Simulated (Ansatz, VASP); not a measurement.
Two plane-wave programs on BaLi2S2

The input INCAR:

```
ALGO = Normal ; EDIFF = 1E-6
EDIFFG = -0.025 ; ENCUT = 600
GGA = PE ; IBRION = 2
ISIF = 3 ; ISMEAR = 0
LASPH = T ; LCHARG = F
LREAL = F ; LWAVE = F
NELM = 100 ; NSW = 80
PREC = Accurate ; SIGMA = 0.1
```

KPOINTS

```
k-points
0
Gamma
  4 2 2
```

POSCAR

```
BaLi2S2
1.0
   -4.3608355981      0.0271180844      0.0755909302
    0.1254854578      0.0093048003     -7.1333881820
    0.0469699000     -7.4419841265      0.0097083176
Ba Li S
2 4 4
Direct
    0.4678097515     -0.0184681363      0.5084896321
    1.0683493926      1.0361486048     -0.0032914583
    0.4763901059      0.3635547094      0.8515137056
    0.9834278108      0.4217221746      0.3007559075
    1.0303679414      0.6180325627      0.6623314411
    0.5286243106      0.6064080349      0.1689193771
    0.5010671119      0.7006912088      0.8443128028
    1.0127130000      0.7485228849      0.3508742758
    0.9630986344      0.2861024375      0.6452703962
    0.4681519409      0.2372855187      0.1708239201
```

Input for Ansatz:

```yaml
crystal:
  lattice:
    - [-4.3608355981, 0.0271180844, 0.0755909302]
    - [0.1254854578, 0.0093048003, -7.133388182]
    - [0.0469699, -7.4419841265, 0.0097083176]
  atoms:
    - { symbol: Ba, position: [0.4678097515, -0.0184681363, 0.5084896321] }
    - { symbol: Ba, position: [1.0683493926, 1.0361486048, -0.0032914583] }
    - { symbol: Li, position: [0.4763901059, 0.3635547094, 0.8515137056] }
    - { symbol: Li, position: [0.9834278108, 0.4217221746, 0.3007559075] }
    - { symbol: Li, position: [1.0303679414, 0.6180325627, 0.6623314411] }
    - { symbol: Li, position: [0.5286243106, 0.6064080349, 0.1689193771] }
    - { symbol: S, position: [0.5010671119, 0.7006912088, 0.8443128028] }
    - { symbol: S, position: [1.012713, 0.7485228849, 0.3508742758] }
    - { symbol: S, position: [0.9630986344, 0.2861024375, 0.6452703962] }
    - { symbol: S, position: [0.4681519409, 0.2372855187, 0.1708239201] }
basis:
  ecutwfc: 420
kpoints:
  mp_grid: { grid: [4, 2, 2] }
hamiltonian:
  xc: pbe
scf:
  occupations: { method: gaussian, width: 0.1 }
  lower_state_search: "off"
output:
  forces: true
  stress: true
  eigenvalues: true
relax:
  adjacent_minimum: "off"
  f_tol: 0.025
  max_steps: 60
  cell: { stress_tol: 0.25 }
```

Change from the starting cell: cell x2, atoms moved at random (sigma 0.15 Å) and cell strained at random (1.5 %), then relaxed without symmetry.

Alike in both runs: task relaxation of cell and atoms; functional PBE; k mesh 4 × 2 × 2; occupations gaussian, width 0.1 eV; no spin polarisation.

|  | VASP | Ansatz |
| --- | --- | --- |
| version | VASP 6.6.1 | Ansatz 0.2.0 |
| potentials or method | VASP PAW PBE potentials, release 64 (Ba_sv, Li_sv, S), cutoff 600 eV | scalar-relativistic, plane waves, PAW |
| valence electrons in the cell | 56 | 56 |

```tsv
	VASP	Ansatz	Ansatz less VASP
gap on the k mesh at the Fermi level, each at its own relaxed structure (eV)	2.72	2.81	+0.088
relaxed volume (Å³/atom)	23.05	22.85	-0.202
relaxed cell length with the largest relative difference (Å)	7.154	7.129	-0.0245
```

The k mesh is coarse, so the values compare programs but aren't converged. Neither program's run includes spin-orbit coupling. Noted on VASP's run: the cutoff is short for stress, so the pressure is rough.
